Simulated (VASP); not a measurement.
Set up this calculation in VASP 6.6.1, as the native input.

```yaml
Task: single point
Functional: PBEsol
Potentials_or_basis: VASP PAW PBE potentials, release 64 (Pt, P)
Cutoff: 520 eV
k_mesh: 10 × 10 × 6
Occupations: gaussian, width 0.05 eV
Spin: no spin polarisation
Dipole_correction: no
Further_INCAR_settings: ALGO = Normal; EDIFF = 1e-06; NBANDS = 23
```

The structure of PPt lies in POSCAR:

```
PPt
1.0
    3.6611477743      0.0000000000      0.0000000000
   -1.8305738871      3.1706469795      0.0000000000
    0.0000000000      0.0000000000      6.6006755488
Pt P
2 2
Direct
    0.6666666667      0.3333333333     -0.0078788359
    0.3333333333      0.6666666667      0.4921211641
    0.6666666667      0.3333333333      0.6330788359
    0.3333333333      0.6666666667      0.1330788359
```

These files were run (other wordings do the same):

INCAR

```
PREC = Accurate
ENCUT = 520
EDIFF = 1E-6
ISMEAR = 0
SIGMA = 0.05
LREAL = F
LASPH = T
NELM = 100
ALGO = Normal
ISIF = 2
LWAVE = F
LCHARG = F
GGA = PS
NBANDS = 23
```

KPOINTS

```
Automatic mesh
0
Gamma
  10 10 6
```

Potentials or basis: VASP PAW PBE potentials, release 64 (Pt, P).

Launch:

```sh
$ cat potpaw_PBE.64/Pt/POTCAR potpaw_PBE.64/P/POTCAR > POTCAR
$ mpirun -np 1 vasp_std > vasp.out
```

It gave:

```yaml
Pressure: -4.8 GPa
Largest_force: 0.015 eV/Å
Band_gap_on_the_k_mesh: zero (bands 15 and 16 overlap by 3.81 eV)
```

Caveat: the cell stands under tension; the PAW data sets were made with another functional, which shifts forces and pressure a little; spin-orbit coupling is left out, which moves the levels of the heavy elements.

Wall time 2.6 min on 1 thread of Intel Xeon 8259CL, with other jobs on the host, peak memory 0.24 GiB.
